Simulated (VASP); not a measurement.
# BaZrO3 (Pm-3m) in VASP: further runs

BaZrO3 is run at these levels: PBE; tasks: single point, relaxation of cell and atoms.

Program: VASP 6.6.1. These are calculated values, not measurements. Logs are shortened: lines on timing, memory, paths and dates and some standing lists are left out, and cuts for length are marked.

### Step 1. The cell of the first run

It takes space group Pm-3m (No. 221, cubic). The conventional cell has a = 4.227 Å, b = 4.227 Å, c = 4.227 Å, α = 90.00°, β = 90.00°, γ = 90.00°. Ba (site symmetry m-3m) has 12 O at 2.99 Å and 8 Zr at 3.66 Å within 3.9 Å. Within 2.8 Å of Zr (site symmetry m-3m) lie 6 O at 2.11 Å. Within 2.8 Å of O (site symmetry 4/mmm) lie 2 Zr at 2.11 Å.

### Step 2. Single point, PBE

Input file INCAR:

```
PREC     = Accurate       # precision mode
ENCUT    = 520            # plane-wave cutoff, eV
EDIFF    = 1E-6           # SCF threshold, eV
ISMEAR   = 0              # smearing method
SIGMA    = 0.02           # smearing width, eV
LREAL    = F              # projectors in reciprocal space
LASPH    = T              # aspherical terms in the spheres
NELM     = 60             # most SCF steps
ALGO     = Normal         # electronic algorithm
ISIF     = 2              # what is computed and relaxed
LWAVE    = F              # write WAVECAR
LCHARG   = F              # write CHGCAR
GGA      = PE             # functional
NBANDS   = 28             # bands
```

Input file KPOINTS:

```
Automatic mesh
0
Gamma
  6 6 6
```

Input file POSCAR:

```
BaZrO3
1.0
    4.2271626372      0.0000000000      0.0000000000
    0.0000000000      4.2271626372      0.0000000000
    0.0000000000      0.0000000000      4.2271626372
Ba Zr O
1 1 3
Direct
    0.0000000000      0.0000000000      0.0000000000
    0.5000000000      0.5000000000      0.5000000000
    0.0000000000      0.5000000000      0.5000000000
    0.5000000000      0.0000000000      0.5000000000
    0.5000000000      0.5000000000      0.0000000000
```

Potentials or basis: VASP PAW PBE potentials, release 64 (Ba_sv, Zr_sv, O).

Started as:

```console
> cat potpaw_PBE.64/Ba_sv/POTCAR potpaw_PBE.64/Zr_sv/POTCAR potpaw_PBE.64/O/POTCAR > POTCAR
> mpirun -np 1 vasp_std > vasp.out
```

OUTCAR:

```text
PREC = Accurate
   ENCUT = 520
   EDIFF = 1E-6
   ISMEAR = 0
   LREAL = F
   LASPH = T
   NELM = 60
   ISIF = 2
   GGA = PE

 ion  position               nearest neighbor table
   1  0.000  0.000  0.000-   3 2.99   4 2.99   5 2.99   3 2.99   4 2.99   3 2.99   5 2.99   3 2.99
                             4 2.99   5 2.99   4 2.99   5 2.99   2 3.66   2 3.66   2 3.66   2 3.66
   2  0.500  0.500  0.500-   3 2.11   4 2.11   5 2.11   5 2.11   4 2.11   3 2.11   1 3.66   1 3.66
                             1 3.66   1 3.66   1 3.66   1 3.66   1 3.66   1 3.66
   3  0.000  0.500  0.500-   2 2.11   2 2.11   1 2.99   1 2.99   1 2.99   1 2.99
   4  0.500  0.000  0.500-   2 2.11   2 2.11   1 2.99   1 2.99   1 2.99   1 2.99
   5  0.500  0.500  0.000-   2 2.11   2 2.11   1 2.99   1 2.99   1 2.99   1 2.99

  LATTYP: Found a simple cubic cell.
 ALAT       =     4.2271626372

  Lattice vectors:

 A1 = (   4.2271626372,   0.0000000000,   0.0000000000)
 A2 = (   0.0000000000,   4.2271626372,   0.0000000000)
 A3 = (   0.0000000000,   0.0000000000,   4.2271626372)

Analysis of symmetry for initial positions (statically):
=====================================================================
 Subroutine PRICEL returns:
 Original cell was already a primitive cell.

 Routine SETGRP: Setting up the symmetry group for a
 simple cubic supercell.

 Subroutine GETGRP returns: Found 48 space group operations
 (whereof 48 operations were pure point group operations)
 out of a pool of 48 trial point group operations.

The static configuration has the point symmetry O_h .

Analysis of symmetry for dynamics (positions and initial velocities):
=====================================================================
 Subroutine PRICEL returns:
 Original cell was already a primitive cell.

 Routine SETGRP: Setting up the symmetry group for a
 simple cubic supercell.

 Subroutine GETGRP returns: Found 48 space group operations
 (whereof 48 operations were pure point group operations)
 out of a pool of 48 trial point group operations.

The dynamic configuration has the point symmetry O_h .

 Subroutine INISYM returns: Found 48 space group operations
 (whereof 48 operations are pure point group operations),
 and found     1 'primitive' translations

----------------------------------------------------------------------------------------

                                     Primitive cell

  volume of cell :      75.5348

  direct lattice vectors                    reciprocal lattice vectors
     4.227162637  0.000000000  0.000000000     0.236565301  0.000000000  0.000000000
     0.000000000  4.227162637  0.000000000     0.000000000  0.236565301  0.000000000
     0.000000000  0.000000000  4.227162637     0.000000000  0.000000000  0.236565301

  length of vectors
     4.227162637  4.227162637  4.227162637     0.236565301  0.236565301  0.236565301

  position of ions in fractional coordinates (direct lattice)
     0.000000000  0.000000000  0.000000000
     0.500000000  0.500000000  0.500000000
     0.000000000  0.500000000  0.500000000
     0.500000000  0.000000000  0.500000000
     0.500000000  0.500000000  0.000000000

  ion indices of the primitive-cell ions
   primitive index   ion index
                 1           1
                 2           2
                 3           3
                 4           4
                 5           5

----------------------------------------------------------------------------------------

 KPOINTS: Automatic mesh

Automatic generation of k-mesh.
 Grid dimensions read from file:
 generate k-points for:    6    6    6

 Generating k-lattice:

  Cartesian coordinates                     Fractional coordinates (reciprocal lattice)
     0.039427550  0.000000000  0.000000000     0.166666667  0.000000000  0.000000000
     0.000000000  0.039427550  0.000000000     0.000000000  0.166666667  0.000000000
     0.000000000  0.000000000  0.039427550     0.000000000  0.000000000  0.166666667

  Length of vectors
     0.039427550  0.039427550  0.039427550

  Shift w.r.t. Gamma in fractional coordinates (k-lattice)
     0.000000000  0.000000000  0.000000000

 Subroutine IBZKPT returns following result:
 ===========================================

 Found     20 irreducible k-points:

 Following reciprocal coordinates:
            Coordinates               Weight
  0.000000  0.000000  0.000000      1.000000
  0.166667  0.000000  0.000000      6.000000
  0.333333  0.000000  0.000000      6.000000
  0.500000  0.000000  0.000000      3.000000
  0.166667  0.166667  0.000000     12.000000
  0.333333  0.166667  0.000000     24.000000
[... 12 lines left out ...]
  0.500000  0.500000  0.333333      6.000000
  0.500000  0.500000  0.500000      1.000000
   k-points           NKPTS =     20   k-points in BZ     NKDIM =     20   number of bands    NBANDS=     28
   number of dos      NEDOS =    301   number of ions     NIONS =      5
   total plane-waves  NPLWV =  32768
   dimension x,y,z NGX =    32 NGY =   32 NGZ =   32
   dimension x,y,z NGXF=    64 NGYF=   64 NGZF=   64
   ions per type =               1   1   3
   NGX,Y,Z   is equivalent  to a cutoff of  12.58, 12.58, 12.58 a.u.
   NGXF,Y,Z  is equivalent  to a cutoff of  25.17, 25.17, 25.17 a.u.
 SYSTEM =  unknown system
   PREC   = accura    normal or accurate (medium, high low for compatibility)
   ISTART =      0    job   : 0-new  1-cont  2-samecut
   ICHARG =      2    charge: 1-file 2-atom 10-const
   ISPIN  =      1    spin polarized calculation?
   LNONCOLLINEAR =      F non collinear calculations
   LSORBIT =      F    spin-orbit coupling
   LASPH  =      T    aspherical Exc in radial PAW
   ENCUT  =  520.0 eV  38.22 Ry    6.18 a.u.   7.86  7.86  7.86*2*pi/ulx,y,z
   NELM   =     60;   NELMIN=  2; NELMDL= -5     # of ELM steps
   EDIFF  = 0.1E-05   stopping-criterion for ELM
   LREAL  =      F    real-space projection
   EDIFFG = 0.1E-04   stopping-criterion for IOM
   NSW    =      0    number of steps for IOM
   IBRION =     -1    ionic relax: 0-MD 1-quasi-New 2-CG
   NFREE  =      0    steps in history (QN), initial steepest desc. (CG)
   ISIF   =      2    stress and relaxation
   ISYM   =      2    0-nonsym 1-usesym 2-fastsym
   POTIM  = 0.5000    time-step for ionic-motion
   TEBEG  =    0.0;   TEEND  =   0.0 temperature during run
   PSTRESS=    0.0 pullay stress
   NELECT =      40.0000    total number of electrons
   NUPDOWN=      -1.0000    fix difference up-down
   EMIN   =  10.00;   EMAX   =-10.00  energy-range for DOS
   EFERMI =   0.00;   METHOD = LEGACY
   ISMEAR =     0;   SIGMA  =   0.02  broadening in eV -4-tet -1-fermi 0-gaus
   EFERMI_NEDOS =   21; number of points for ismear=-14 and -15
   IALGO  =     38    algorithm
   IMIX   =      4    mixing-type and parameters
     AMIX     =   0.40;   BMIX     =  1.00
     AMIX_MAG =   1.60;   BMIX_MAG =  1.00
  volume/ion in A,a.u.               =      15.11       101.95
  Fermi-wavevector in a.u.,A,eV,Ry     =   1.324481  2.502907 23.868034  1.754251
  Thomas-Fermi vector in A             =   2.454013
   LORBIT       =      0    0 simple, 1 ext, 2 COOP (PROOUT), +10 PAW based schemes
   GGA     = PE    functional components
   LHFCALC =     F    Hartree Fock is set to
   AEXX    =    0.0000 exact exchange contribution
   IVDW    =     0    specifies the selected vdW correction
   LEPSILON=     F    determine dielectric tensor
   LRPA    =     F    only Hartree local field effects (RPA)
 non-spin polarized calculation
 Gauss-broadening in eV      SIGMA  =   0.02
  energy-cutoff  :      520.00
  volume of cell :       75.53
 maximum number of plane-waves:      2054
 NGX is ok and might be reduce to    32
   NGX = 15   NGY = 15   NGZ = 15

 number of electron      39.9999986 magnetization

 Free energy of the ion-electron system (eV)
  ---------------------------------------------------
  ext. energy  EPLUGINS =         0.00000000
  ---------------------------------------------------
  free energy    TOTEN  =       -41.72344673 eV

  energy without entropy =      -41.72344673  energy(sigma->0) =      -41.72344673

 E-fermi :   3.8019     XC(G=0): -10.6428

 val. band max:        3.6089371691   @ k =   0.5000   0.5000   0.5000
 cond. band min:       6.7413093290   @ k =   0.0000   0.0000   0.0000
 fundamental gap:      3.1323721599
 Fermi energy:         3.8019454036

 k-point     1 :       0.0000    0.0000    0.0000
  band No.  band energies     occupation
      1     -43.5699      2.00000
      2     -21.7866      2.00000
      3     -21.6971      2.00000
      4     -21.6971      2.00000
      5     -21.6971      2.00000
      6     -12.7180      2.00000
[... 20 lines left out ...]
     27      10.7885      0.00000
     28      10.7885      0.00000

 k-point     2 :       0.1667    0.0000    0.0000
  band No.  band energies     occupation
      1     -43.5691      2.00000
      2     -21.8693      2.00000
      3     -21.6955      2.00000
      4     -21.6955      2.00000
      5     -21.6573      2.00000
      6     -12.7177      2.00000
[... 20 lines left out ...]
     27      10.7890      0.00000
     28      11.6375      0.00000

 k-point     3 :       0.3333    0.0000    0.0000
  band No.  band energies     occupation
      1     -43.5677      2.00000
      2     -21.9924      2.00000
      3     -21.6925      2.00000
      4     -21.6925      2.00000
      5     -21.6161      2.00000
      6     -12.8063      2.00000
[... 20 lines left out ...]
     27      11.0947      0.00000
     28      11.1902      0.00000

 k-point     4 :       0.5000    0.0000    0.0000
  band No.  band energies     occupation
      1     -43.5670      2.00000
      2     -22.0477      2.00000
      3     -21.6911      2.00000
      4     -21.6911      2.00000
      5     -21.5999      2.00000
      6     -12.8589      2.00000
[... 20 lines left out ...]
     27      10.8164      0.00000
     28      11.9614      0.00000

 k-point     5 :       0.1667    0.1667    0.0000
  band No.  band energies     occupation
      1     -43.5684      2.00000
      2     -21.8862      2.00000
      3     -21.7524      2.00000
      4     -21.6941      2.00000
      5     -21.6270      2.00000
      6     -12.6677      2.00000
[... 20 lines left out ...]
     27      11.2178      0.00000
     28      11.5816      0.00000

 k-point     6 :       0.3333    0.1667    0.0000
  band No.  band energies     occupation
      1     -43.5670      2.00000
      2     -21.9706      2.00000
      3     -21.7605      2.00000
      4     -21.6911      2.00000
      5     -21.6173      2.00000
      6     -12.6998      2.00000
[... 339 lines left out ...]
      5     -21.6644      2.00000
      6     -11.9830      2.00000
[... 20 lines left out ...]
     27      11.7567      0.00000
     28      11.7567      0.00000

 k-point    18 :       0.5000    0.3333    0.3333
  band No.  band energies     occupation
      1     -43.5627      2.00000
      2     -21.9186      2.00000
      3     -21.8535      2.00000
      4     -21.8519      2.00000
      5     -21.6769      2.00000
      6     -11.9258      2.00000
[... 20 lines left out ...]
     27      11.7158      0.00000
     28      12.3860      0.00000

 k-point    19 :       0.5000    0.5000    0.3333
  band No.  band energies     occupation
      1     -43.5620      2.00000
      2     -21.9053      2.00000
      3     -21.9053      2.00000
      4     -21.8508      2.00000
      5     -21.6806      2.00000
      6     -11.8351      2.00000
[... 20 lines left out ...]
     27      11.9703      0.00000
     28      12.7014      0.00000

 k-point    20 :       0.5000    0.5000    0.5000
  band No.  band energies     occupation
      1     -43.5613      2.00000
      2     -21.9032      2.00000
      3     -21.9032      2.00000
      4     -21.9032      2.00000
      5     -21.6726      2.00000
      6     -11.5764      2.00000
[... 20 lines left out ...]
     27      12.5854      0.00000
     28      12.5854      0.00000

------------------------ aborting loop because EDIFF is reached ----------------------------------------

  FORCE on cell =-STRESS in cart. coord.  units (eV):
  Direction    XX          YY          ZZ          XY          YZ          ZX
  --------------------------------------------------------------------------------------
  -------------------------------------------------------------------------------------
  Total        0.4452531      0.4452531      0.4452531      0.0000000      0.0000000      0.0000000
  in kB        9.4443203      9.4443203      9.4443203      0.0000000      0.0000000      0.0000000
  external PRESSURE =       9.4443203 kB  Pullay stress =       0.0000000 kB

 VOLUME and BASIS-vectors are now :
 -----------------------------------------------------------------------------
  energy-cutoff  :      520.00
  volume of cell :       75.53
      direct lattice vectors                 reciprocal lattice vectors
     4.227162637  0.000000000  0.000000000     0.236565301  0.000000000  0.000000000
     0.000000000  4.227162637  0.000000000     0.000000000  0.236565301  0.000000000
     0.000000000  0.000000000  4.227162637     0.000000000  0.000000000  0.236565301

 POSITION                                       TOTAL-FORCE (eV/Angst)
 -----------------------------------------------------------------------------------
      0.00000      0.00000      0.00000         0.000000      0.000000      0.000000
      2.11358      2.11358      2.11358         0.000000      0.000000      0.000000
      0.00000      2.11358      2.11358         0.000000      0.000000      0.000000
      2.11358      0.00000      2.11358         0.000000      0.000000      0.000000
      2.11358      2.11358      0.00000         0.000000      0.000000      0.000000
 -----------------------------------------------------------------------------------
    total drift:                                0.000000     -0.000000     -0.000000

  FREE ENERGIE OF THE ION-ELECTRON SYSTEM (eV)
  ---------------------------------------------------
  free  energy   TOTEN  =       -41.7234467285 eV

  energy  without entropy=      -41.7234467285  energy(sigma->0) =      -41.72344673
```

It took 27 s on 1 thread of Intel Xeon Platinum 8259CL at 2.50GHz (Skylake/Cascade Lake), shared host; peak memory 0.2 GiB.

Results:

| Item | Value |
| --- | --- |
| Free energy | -41.7234 eV |
| Pressure | 0.9 GPa |
| Band gap on the k mesh | 3.13 eV, indirect (least direct gap 3.38 eV) |

Levels at points of the mesh, in eV from the valence-band top:
| k point | band 18 | band 19 | band 20 | band 21 | band 22 | band 23 |
| --- | --- | --- | --- | --- | --- | --- |
| (0.00, 0.00, 0.00) | -0.25 | -0.25 | -0.25 | 3.13 | 3.13 | 3.13 |
| (0.50, 0.00, 0.00) | -1.61 | -0.49 | -0.49 | 3.55 | 5.54 | 5.54 |
| (0.50, 0.50, 0.00) | -0.93 | -0.85 | -0.07 | 5.52 | 5.52 | 6.31 |
| (0.50, 0.50, 0.50) | 0.00 | 0.00 | 0.00 | 5.88 | 5.88 | 5.88 |

Caveat: spin-orbit coupling is left out, which moves the levels of the heavy elements.

### Step 3. Relaxation of cell and atoms, PBE

This run uses another cell than the first one, of 14.73 Å³/atom, 0.975 times its volume.

Input file INCAR:

```
ALGO = Normal ; EDIFF = 1E-6
EDIFFG = -0.005 ; ENCUT = 600
GGA = PE ; IBRION = 2
ISIF = 3 ; ISMEAR = 0
LASPH = T ; LCHARG = F
LREAL = F ; LWAVE = F
NELM = 60 ; NSW = 100
PREC = Accurate ; SIGMA = 0.02
```

Input file KPOINTS:

```
k-points
0
Gamma
  6 6 6
```

Changes to POSCAR since step 2:

```diff
@@ -2,5 +2,5 @@
 1.0
-    4.2271626372      0.0000000000      0.0000000000
-    0.0000000000      4.2271626372      0.0000000000
-    0.0000000000      0.0000000000      4.2271626372
+    4.1913400000      0.0000000000      0.0000000000
+    0.0000000000      4.1913400000      0.0000000000
+    0.0000000000      0.0000000000      4.1913400000
 Ba Zr O
```

Potentials or basis: VASP PAW PBE potentials, release 64 (Ba_sv, Zr_sv, O).

Started as:

```console
> cat potpaw_PBE.64/Ba_sv/POTCAR potpaw_PBE.64/Zr_sv/POTCAR potpaw_PBE.64/O/POTCAR > POTCAR
> mpirun -np 1 vasp_std > vasp.out
```

It took 95 s on 1 thread of Intel Xeon Platinum 8259CL at 2.50GHz (Skylake/Cascade Lake), shared host; peak memory 0.24 GiB.

Results (log left out):

| Property | Result |
| --- | --- |
| Free energy | -41.7284 eV |
| Relaxed volume | 15.19 Å³/atom |
| Relaxed cell | a = 4.235 Å, b = 4.235 Å, c = 4.235 Å, α = 90.00°, β = 90.00°, γ = 90.00° |
| Space group after relaxing (to 0.05 Å) | Pm-3m (No. 221) |
| Energy gained by relaxing | 6.9 meV/atom |
| Ionic steps | 3 |
| Pressure after relaxing | 0.0 GPa |
| Band gap on the k mesh | 3.12 eV, indirect (least direct gap 3.38 eV) |

The path:
| step | energy change (eV) | largest force (eV/Å) | pressure (GPa) | volume (Å³) |
| --- | --- | --- | --- | --- |
| 1 | 0.0000 | 0.0000 | 4.94 | 73.63 |
| 2 | 0.0050 | 0.0000 | -4.70 | 78.57 |
| 3 | -0.0347 | 0.0000 | -0.01 | 75.96 |

Final structure:
```cif
data_structure
_symmetry_space_group_name_H-M 'P 1'
_symmetry_Int_Tables_number 1
_cell_length_a 4.2351
_cell_length_b 4.2351
_cell_length_c 4.2351
_cell_angle_alpha 90.000
_cell_angle_beta 90.000
_cell_angle_gamma 90.000
_cell_volume 75.96
loop_
_atom_site_label
_atom_site_type_symbol
_atom_site_fract_x
_atom_site_fract_y
_atom_site_fract_z
_atom_site_occupancy
Ba1 Ba 0.00000 0.00000 0.00000 1
Zr1 Zr 0.50000 0.50000 0.50000 1
O1 O 0.00000 0.50000 0.50000 1
O2 O 0.50000 0.00000 0.50000 1
O3 O 0.50000 0.50000 0.00000 1
```

Levels at points of the mesh, in eV from the valence-band top:
```tsv
k point	band 16	band 17	band 18	band 19	band 20	band 21	band 22	band 23	band 24
(0.00, 0.00, 0.00)	-0.94	-0.94	-0.26	-0.26	-0.26	3.12	3.12	3.12	4.61
(0.50, 0.00, 0.00)	-1.69	-1.69	-1.60	-0.49	-0.49	3.54	5.51	5.51	6.32
(0.50, 0.50, 0.00)	-2.31	-0.93	-0.93	-0.86	-0.07	5.48	5.48	6.27	6.31
(0.50, 0.50, 0.50)	-2.52	-2.52	0.00	0.00	0.00	5.86	5.86	5.86	6.73
```

Caveat: spin-orbit coupling is left out, which moves the levels of the heavy elements. A k mesh can miss the band edges.
